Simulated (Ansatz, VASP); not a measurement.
# One calculation of Ru, two programs

INCAR

```
PREC = Accurate
ENCUT = 520
EDIFF = 1E-6
ISMEAR = -1
SIGMA = 0.1
LREAL = False
LASPH = True
NELM = 60
ALGO = Normal
ISIF = 2
LWAVE = False
LCHARG = False
GGA = RE
NBANDS = 13
```

File KPOINTS:

```
regular mesh
0
Gamma
  14 14 14
```

Contents of POSCAR:

```
Ru
1.0
    2.5879654849      0.0000000000      0.0000000000
    0.0000000000      2.5879654849      0.0000000000
    0.0000000000      0.0000000000      2.5879654849
Ru
1
Direct
    0.0000000000      0.0000000000      0.0000000000
```

Input for Ansatz:

```yaml
crystal:
  lattice:
    - [2.5879654849, 0.0, 0.0]
    - [0.0, 2.5879654849, 0.0]
    - [0.0, 0.0, 2.5879654849]
  atoms:
    - { symbol: Ru, position: [0.0, 0.0, 0.0] }
hamiltonian:
  xc: revpbe
  pseudopotentials:
    kind: paw
    azcp:
      Ru: "pseudopotentials/Ru.paw.azcp"
basis:
  ecutwfc: 420
  fft_grid_basis: typed
kpoints:
  mp_grid: { grid: [14, 14, 14], shift: [0, 0, 0] }
magnetization:
  spin_polarized: false
scf:
  occupations: { method: fermi_dirac, width: 0.1 }
  lower_state_search: "off"
output:
  stress: true
```

Alike in both runs: task single point; functional revPBE; k mesh 14 × 14 × 14; occupations fermi-dirac, width 0.1 eV; no spin polarisation.

|  | VASP | Ansatz |
| --- | --- | --- |
| version | VASP 6.6.1 | Ansatz 0.2.0 |
| potentials or method | VASP PAW PBE potentials, release 64 (Ru_pv), cutoff 520 eV | plane waves (420 eV) with PAW, scalar-relativistic |
| valence electrons in the cell | 14 | 16 |

```tsv
	VASP	Ansatz	Ansatz less VASP
pressure (GPa)	-13.3	-13.3	+0.01
```

VASP's potentials were made for PBE, not for revPBE. The functional is the same, so the differences come from potentials, cutoffs and numerics. VASP's potentials hold 14 valence electrons a cell and Ansatz's 16, so a difference there can come from the potentials and not from the codes.
